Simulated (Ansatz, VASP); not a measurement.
# One calculation of Hg, two programs

INCAR

```
PREC     = Accurate       # precision mode
ENCUT    = 500            # plane-wave cutoff, eV
EDIFF    = 1E-6           # SCF threshold, eV
ISMEAR   = -1             # smearing method
SIGMA    = 0.1            # smearing width, eV
LREAL    = F              # projectors in reciprocal space
LASPH    = T              # aspherical terms in the spheres
NELM     = 120            # most SCF steps
ALGO     = Normal         # electronic algorithm
ISIF     = 2              # what is computed and relaxed
LWAVE    = F              # write WAVECAR
LCHARG   = T              # write CHGCAR
GGA      = PE             # functional
LELF     = T              # ELF
LVHAR    = T            
NBANDS   = 32             # bands
GGA_COMPAT= F
```

Contents of KPOINTS:

```
Automatic mesh
0
Gamma
  12 12 4
```

File POSCAR:

```
Hg
1.0
    3.5190168167      0.0000000000      0.0000000000
   -1.7595084084      3.0475579596      0.0000000000
    0.0000000000      0.0000000000     11.1480653638
Hg
4
Direct
    0.0000000000      1.0000000000      0.0000000000
    0.0000000000      1.0000000000      0.5000000000
    0.3333333333      0.6666666667      0.2500000000
    0.6666666667      0.3333333333      0.7500000000
```

Input for Ansatz:

```yaml
crystal:
  lattice:
    - [3.5190168167, 0.0, 0.0]
    - [-1.7595084084, 3.0475579596, 0.0]
    - [0.0, 0.0, 11.1480653638]
  atoms:
    - { symbol: Hg, position: [0.0, 1.0, 0.0] }
    - { symbol: Hg, position: [0.0, 1.0, 0.5] }
    - { symbol: Hg, position: [0.3333333333, 0.6666666667, 0.25] }
    - { symbol: Hg, position: [0.6666666667, 0.3333333333, 0.75] }
hamiltonian:
  xc: pbe
  pseudopotentials:
    kind: paw
    azcp:
      Hg: "pseudopotentials/Hg.paw.azcp"
basis:
  ecutwfc: 420
  fft_grid_basis: typed
kpoints:
  mp_grid: { grid: [12, 12, 4], shift: [0, 0, 0] }
magnetization:
  spin_polarized: false
scf:
  occupations: { method: fermi_dirac, width: 0.1 }
  lower_state_search: "off"
output:
  stress: true
  write_density: true
  write_potential: true
  elf: true
  volumetric_format: npy
```

Alike in both runs: task single point; functional PBE; k mesh 12 × 12 × 4; occupations fermi-dirac, width 0.1 eV; no spin polarisation.

|  | VASP | Ansatz |
| --- | --- | --- |
| version | VASP 6.6.1 | Ansatz 0.2.0 |
| potentials or method | VASP PAW PBE potentials, release 64 (Hg), cutoff 500 eV | plane waves (420 eV) with PAW, scalar-relativistic |
| valence electrons in the cell | 48 | 80 |

```csv
,VASP,Ansatz,Ansatz less VASP
pressure (GPa),0.3,0.3,-0.07
```

VASP's potentials hold 48 valence electrons a cell and Ansatz's 80, so a difference there can come from the potentials and not from the codes.

Neither program's run includes spin-orbit coupling.
